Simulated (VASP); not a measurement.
# Cd (P6_3/mmc) in VASP: a series of runs, part 2 of 2

VASP 6.6.1. The steps go on from the part before.

### Step 3. Relaxation of cell and atoms, LDA

This run uses another cell than the first one, of 21.59 Å³/atom, 1.071 times its volume.

File INCAR:

```
SYSTEM = Cd
PREC     = Accurate       ! precision mode
ENCUT    = 540            ! plane-wave cutoff, eV
EDIFF    = 1E-7           ! SCF threshold, eV
ISMEAR   = -1             ! smearing method
SIGMA    = 0.05           ! smearing width, eV
LREAL    = .FALSE.        ! projectors in reciprocal space
LASPH    = .TRUE.         ! aspherical terms in the spheres
NELM     = 120            ! most SCF steps
ALGO     = Normal         ! electronic algorithm
ISIF     = 3              ! what is computed and relaxed
LWAVE    = .FALSE.        ! write WAVECAR
LCHARG   = .FALSE.        ! write CHGCAR
GGA      = CA             ! functional
IBRION   = 2              ! ionic algorithm
NSW      = 80             ! ionic steps
EDIFFG   = -0.02          ! ionic threshold
GGA_COMPAT= .FALSE.      
NELMIN   = 4
```

File KPOINTS:

```
regular mesh
0
G
  7 7 3
  0 0 0
```

File POSCAR:

```
Cd
1.0
    2.9788700000      0.0000000000      0.0000000000
   -1.4894350000      2.5797770000      0.0000000000
    0.0000000000      0.0000000000      5.6176500000
Cd
2
Direct
    0.3333333333      0.6666666667      0.2500000000
    0.6666666667      0.3333333333      0.7500000000
```

Potentials or basis: VASP PAW LDA potentials, release 64 (Cd_sv_GW).

The run is started by

```
> cat potpaw_LDA.64/Cd_sv_GW/POTCAR > POTCAR
> mpirun -np 1 vasp_std > vasp.out
```

OUTCAR:

```text
SYSTEM = Cd
   PREC = Accurate
   ENCUT = 540
   EDIFF = 1E-7
   ISMEAR = -1
   LREAL = .FALSE.
   LASPH = .TRUE.
   NELM = 120
   ISIF = 3
   GGA = CA
   IBRION = 2
   NSW = 80
   EDIFFG = -0.02
   NELMIN = 4

 ion  position               nearest neighbor table
   1  0.333  0.667  0.250-
   2  0.667  0.333  0.750-

  LATTYP: Found a hexagonal cell.
 ALAT       =     2.9788700000
 C/A-ratio  =     1.8858325472

  Lattice vectors:

 A1 = (   2.9788700000,   0.0000000000,   0.0000000000)
 A2 = (  -1.4894350000,   2.5797770000,   0.0000000000)
 A3 = (   0.0000000000,   0.0000000000,   5.6176500000)

Analysis of symmetry for initial positions (statically):
=====================================================================
 Subroutine PRICEL returns:
 Original cell was already a primitive cell.

 Routine SETGRP: Setting up the symmetry group for a
 hexagonal supercell.

 Subroutine GETGRP returns: Found 24 space group operations
 (whereof 12 operations were pure point group operations)
 out of a pool of 24 trial point group operations.

The static configuration has the point symmetry D_3d.
 The point group associated with its full space group is D_6h.

Analysis of symmetry for dynamics (positions and initial velocities):
=====================================================================
 Subroutine PRICEL returns:
 Original cell was already a primitive cell.

 Routine SETGRP: Setting up the symmetry group for a
 hexagonal supercell.

 Subroutine GETGRP returns: Found 24 space group operations
 (whereof 12 operations were pure point group operations)
 out of a pool of 24 trial point group operations.

The dynamic configuration has the point symmetry D_3d.
 The point group associated with its full space group is D_6h.

 Subroutine INISYM returns: Found 24 space group operations
 (whereof 12 operations are pure point group operations),
 and found     1 'primitive' translations
[... 92 lines left out ...]
   ISIF   =      3    stress and relaxation
   ISYM   =      2    0-nonsym 1-usesym 2-fastsym
   POTIM  = 0.5000    time-step for ionic-motion
   TEBEG  =    0.0;   TEEND  =   0.0 temperature during run
   PSTRESS=    0.0 pullay stress
   NELECT =      40.0000    total number of electrons
   NUPDOWN=      -1.0000    fix difference up-down
   EMIN   =  10.00;   EMAX   =-10.00  energy-range for DOS
   EFERMI =   0.00;   METHOD = LEGACY
   ISMEAR =    -1;   SIGMA  =   0.05  broadening in eV -4-tet -1-fermi 0-gaus
   EFERMI_NEDOS =   21; number of points for ismear=-14 and -15
   IALGO  =     38    algorithm
   IMIX   =      4    mixing-type and parameters
     AMIX     =   0.40;   BMIX     =  1.00
     AMIX_MAG =   1.60;   BMIX_MAG =  1.00
  volume/ion in A,a.u.               =      21.59       145.66
  Fermi-wavevector in a.u.,A,eV,Ry     =   1.595997  3.015997 34.656841  2.547206
  Thomas-Fermi vector in A             =   2.693828
   LORBIT       =      0    0 simple, 1 ext, 2 COOP (PROOUT), +10 PAW based schemes
   GGA     = CA    functional components
   LHFCALC =     F    Hartree Fock is set to
   AEXX    =    0.0000 exact exchange contribution
   IVDW    =     0    specifies the selected vdW correction
   LEPSILON=     F    determine dielectric tensor
   LRPA    =     F    only Hartree local field effects (RPA)
 conjugate gradient relaxation of ions
 non-spin polarized calculation
  energy-cutoff  :      540.00
  volume of cell :       43.17
 maximum number of plane-waves:      1251
 NGX is ok and might be reduce to    24
   NGX = 11   NGY = 11   NGZ = 21

--------------------------------------- Ionic step        1  -------------------------------------------

 number of electron      39.9999998 magnetization

 Free energy of the ion-electron system (eV)
  ---------------------------------------------------
  ext. energy  EPLUGINS =         0.00000000
  ---------------------------------------------------
  free energy    TOTEN  =        -3.07320912 eV

  energy without entropy =       -3.06991893  energy(sigma->0) =       -3.07156403

------------------------ aborting loop because EDIFF is reached ----------------------------------------

  FORCE on cell =-STRESS in cart. coord.  units (eV):
  Direction    XX          YY          ZZ          XY          YZ          ZX
  --------------------------------------------------------------------------------------
  -------------------------------------------------------------------------------------
  Total       -2.0725835     -2.0725833     -1.2012760      0.0000000      0.0000000     -0.0000000
  in kB      -76.9191043    -76.9190986    -44.5825572      0.0000000      0.0000000     -0.0000000
  external PRESSURE =     -66.1402534 kB  Pullay stress =       0.0000000 kB
[... 239 lines left out ...]
--------------------------------------- Ionic step        8  -------------------------------------------

 number of electron      40.0000015 magnetization

 Free energy of the ion-electron system (eV)
  ---------------------------------------------------
  ext. energy  EPLUGINS =         0.00000000
  ---------------------------------------------------
  free energy    TOTEN  =        -3.15880492 eV

  energy without entropy =       -3.15592653  energy(sigma->0) =       -3.15736572

 E-fermi :   7.0342     XC(G=0): -12.1713

 val. band max:        6.8991533905   @ k =   0.2857   0.1429   0.0000
 cond. band min:       7.3231968727   @ k =   0.2857   0.2857   0.3333
 fundamental gap:      0.4240434822
 Fermi energy:         7.0341940213

 k-point     1 :       0.0000    0.0000    0.0000
  band No.  band energies     occupation
      1     -95.4690      2.00000
      2     -95.4672      2.00000
      3     -56.8508      2.00000
      4     -56.8208      2.00000
      5     -56.8009      2.00000
      6     -56.8009      2.00000
[... 450 lines left out ...]
  FREE ENERGIE OF THE ION-ELECTRON SYSTEM (eV)
  ---------------------------------------------------
  free  energy   TOTEN  =        -3.1588049236 eV

  energy  without entropy=       -3.1559265257  energy(sigma->0) =       -3.15736572

 reached required accuracy - stopping structural energy minimisation
```

CONTCAR:

```text
Cd
   1.00000000000000
     2.8830066098994678    0.0000000000000000    0.0000000000000000
    -1.4415033049497339    2.4967568779865146   -0.0000000000000000
    -0.0000000000000000   -0.0000000000000000    5.4925928657634273
  Cd
     2
Direct
     0.3333333332999970    0.6666666667000030    0.2500000000000000
     0.6666666667000030    0.3333333332999970    0.7500000000000000

  0.00000000E+00  0.00000000E+00  0.00000000E+00
  0.00000000E+00  0.00000000E+00  0.00000000E+00
```

It took 60 s on 1 thread of AMD EPYC 9R45 (Zen 5), shared host; peak memory 0.14 GiB.

Results:

```yaml
Free_energy: -3.1588 eV
Relaxed_volume: 19.77 Å³/atom
Relaxed_cell: a = 2.883 Å, b = 2.883 Å, c = 5.493 Å, α = 90.00°, β = 90.00°, γ = 120.00°
Space_group_after_relaxing_to_0.05_Å: P6_3/mmc (No. 194)
Energy_gained_by_relaxing: 42.8 meV/atom
Ionic_steps: 8
Pressure_after_relaxing: 0.0 GPa
Band_gap_on_the_k_mesh: zero (band 20 reaches 8.61 eV, above the bottom of band 21 at 4.06 eV)
```

The path:
```
step  energy change (eV)  largest force (eV/Å)  pressure (GPa)  volume (Å³)
   1              0.0000                0.0000           -6.61        43.17
   2             -0.0577                0.0000            4.87        37.83
   3             -0.0854                0.0000           -0.03        39.61
   4             -0.0854                0.0000           -0.25        39.68
   5             -0.0855                0.0000           -0.21        39.64
   6             -0.0856                0.0000           -0.18        39.61
   7             -0.0856                0.0000            0.15        39.47
   8             -0.0856                0.0000            0.00        39.54
```

Final structure:
```cif
data_structure
_symmetry_space_group_name_H-M 'P 1'
_symmetry_Int_Tables_number 1
_cell_length_a 2.8830
_cell_length_b 2.8830
_cell_length_c 5.4926
_cell_angle_alpha 90.000
_cell_angle_beta 90.000
_cell_angle_gamma 120.000
_cell_volume 39.54
loop_
_atom_site_label
_atom_site_type_symbol
_atom_site_fract_x
_atom_site_fract_y
_atom_site_fract_z
_atom_site_occupancy
Cd1 Cd 0.33333 0.66667 0.25000 1
Cd2 Cd 0.66667 0.33333 0.75000 1
```

Levels at points of the mesh, in eV from the Fermi level:
```csv
k point,band 17,band 18,band 19,band 20,band 21,band 22,band 23,band 24
"(0.00, 0.00, 0.00)",-8.66,-8.37,-8.37,-3.37,-2.97,10.60,14.23,15.45
```

Caveat: the k points lie up to 0.38 Å⁻¹ apart in the final cell. LDA usually gives volumes a few per cent too small.
